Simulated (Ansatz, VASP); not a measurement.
# One calculation of MgO, two programs

File INCAR:

```
  PREC = Accurate
  ENCUT = 600
  EDIFF = 1E-6
  ISMEAR = -1
  SIGMA = 0.05
  LREAL = F
  LASPH = T
  NELM = 120
  ALGO = Normal
  ISIF = 2
  LWAVE = F
  LCHARG = F
  GGA = PS
  NBANDS = 11
  GGA_COMPAT = F
```

The input KPOINTS:

```
Automatic mesh
0
Gamma
  8 8 8
```

The input POSCAR:

```
MgO
1.0
    0.0000000000      2.1060000000      2.1060000000
    2.1060000000      0.0000000000      2.1060000000
    2.1060000000      2.1060000000      0.0000000000
Mg O
1 1
Direct
    0.0000000000      0.0000000000      0.0000000000
    0.5000000000      0.5000000000      0.5000000000
```

Input for Ansatz:

```yaml
crystal:
  lattice:
    - [0.0, 2.106, 2.106]
    - [2.106, 0.0, 2.106]
    - [2.106, 2.106, 0.0]
  atoms:
    - { symbol: Mg, position: [0.0, 0.0, 0.0] }
    - { symbol: O, position: [0.5, 0.5, 0.5] }
hamiltonian:
  xc: pbesol
  pseudopotentials: { kind: paw }
basis:
  ecutwfc: 420
kpoints:
  mp_grid: { grid: [8, 8, 8] }
scf:
  occupations: { method: fermi_dirac, width: 0.05 }
  lower_state_search: "off"
  n_extra_bands: 2
  max_iter: 50
output:
  forces: true
  stress: true
```

Alike in both runs: task single point; functional PBEsol; k mesh 8 × 8 × 8; occupations fermi-dirac, width 0.05 eV; no spin polarisation.

```csv
,VASP,Ansatz
version,VASP 6.6.1,Ansatz 0.2.0
potentials or method,"VASP PAW PBE potentials, release 64 (Mg, O), cutoff 600 eV","PAW, plane waves, scalar-relativistic"
valence electrons in the cell,8,16
```

Ansatz gave:

| Quantity | Value |
| --- | --- |
| pressure (GPa) | 0.2 |

Problem. What did VASP give for the same quantities?

Solution. Pressure (GPa): -0.5.

VASP's potentials were made for PBE, not for PBEsol. The functional is the same, so the differences come from potentials, cutoffs and numerics. VASP's potentials hold 8 valence electrons a cell and Ansatz's 16, so a difference there can come from the potentials and not from the codes.
